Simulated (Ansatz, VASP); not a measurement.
# Two plane-wave programs on Hg

INCAR

```
PREC = Accurate
ENCUT = 520
EDIFF = 1E-6
ISMEAR = 0
SIGMA = 0.1
LREAL = F
LASPH = T
NELM = 100
ALGO = Normal
ISIF = 2
LWAVE = F
LCHARG = T
GGA = PS
LELF = T
LVHAR = T
NBANDS = 25
```

Contents of KPOINTS:

```
Automatic mesh
0
Gamma
  6 6 6
```

POSCAR

```
Hg
1.0
    5.9269821055      0.0000000000      0.0000000000
   -2.9634910528      5.1329170711      0.0000000000
    0.0000000000      0.0000000000      3.6334977255
Hg
3
Direct
    0.0000000000      0.0000000000      0.0000000000
    0.3333333333      0.6666666667      0.5000000000
    0.6666666667      0.3333333333      0.5000000000
```

Input for Ansatz:

```yaml
crystal:
  lattice:
    - [5.9269821055, 0.0, 0.0]
    - [-2.9634910528, 5.1329170711, 0.0]
    - [0.0, 0.0, 3.6334977255]
  atoms:
    - { symbol: Hg, position: [0.0, 0.0, 0.0] }
    - { symbol: Hg, position: [0.3333333333, 0.6666666667, 0.5] }
    - { symbol: Hg, position: [0.6666666667, 0.3333333333, 0.5] }
basis:
  ecutwfc: 420
kpoints:
  mp_grid: { grid: [6, 6, 6] }
hamiltonian:
  xc: pbesol
scf:
  occupations: { method: gaussian, width: 0.1 }
  lower_state_search: "off"
output:
  forces: true
  stress: true
  eigenvalues: true
```

Alike in both runs: task single point; functional PBEsol; k mesh 6 × 6 × 6; occupations gaussian, width 0.1 eV; no spin polarisation.

```csv
,VASP,Ansatz
version,VASP 6.6.1,Ansatz 0.2.0
potentials or method,"VASP PAW PBE potentials, release 64 (Hg), cutoff 520 eV","scalar-relativistic, plane waves, PAW"
valence electrons in the cell,36,60
```

|  | VASP | Ansatz | Ansatz less VASP |
| --- | --- | --- | --- |
| gap on the k mesh at the Fermi level (eV) | none | none | - |
| pressure (GPa) | -2.5 | -2.5 | -0.01 |

VASP's potentials were made for PBE, not for PBEsol. A gap of «none» marks a metal or a gap that the smearing closes. VASP's potentials hold 36 valence electrons a cell and Ansatz's 60, so a difference there can come from the potentials and not from the codes.

Spin-orbit coupling is off throughout.
